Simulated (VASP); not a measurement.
Here is a VASP 6.6.1 calculation.

Contents of INCAR:

```
ALGO = Normal
EDIFF = 1E-6
ENCUT = 520
GGA = PE
ISIF = 2
ISMEAR = -1
LASPH = True
LCHARG = True
LELF = True
LREAL = Auto
LVHAR = True
LWAVE = False
NBANDS = 54
NELM = 100
PREC = Accurate
SIGMA = 0.05
```

Contents of KPOINTS:

```
k-points
0
Gamma
  2 2 1
```

File POSCAR:

```
C18Se
1.0
    7.3980000000      0.0000000000      0.0000000000
   -3.6990000000      6.4068560000      0.0000000000
    0.0000000000      0.0000000000     12.0000000000
C Se
18 1
Direct
    0.0029354315      0.0048395032      0.0788347500
    0.2258538076      0.1156854470      0.0791852500
   -0.0009061216      0.3372164132      0.0841996667
    0.2234359104      0.4458612774      0.1037973333
    0.0043918286      0.6732356713      0.0774612500
    0.2223775928      0.7837719468      0.0841504167
    0.3356749615      0.0053188334      0.0791288333
    0.5585928618      0.1161435500      0.0788601667
    0.3391490594      0.3372299924      0.0842274167
    0.5571127525      0.4477475379      0.0774697500
    0.3380612755      0.6751295799      0.1037966667
    0.5624052633      0.7837491587      0.0841837500
    0.6706689676      0.0053060347      0.0791774167
    0.8908607876      0.1156796719      0.0791755833
    0.6688566317      0.3367116414      0.0752135000
    0.8916504807      0.4477467575      0.0774891667
    0.6698520814      0.6732456606      0.0774541667
    0.8926469445      0.7842676658      0.0752120000
    0.2807232664      0.5604951945      0.2709823333
```

Potentials or basis: VASP PAW PBE potentials, release 64 (C, Se).

Launch:

```sh
$ cat potpaw_PBE.64/C/POTCAR potpaw_PBE.64/Se/POTCAR > POTCAR
$ mpirun -np 1 vasp_std > vasp.out
```

(1) Predict the band gap on the k mesh.

(2) Predict the largest force.

Answers

(1) 0.27 eV, direct.

(2) 0.029 eV/Å.

Caveat: the k points lie up to 0.49 Å⁻¹ apart.
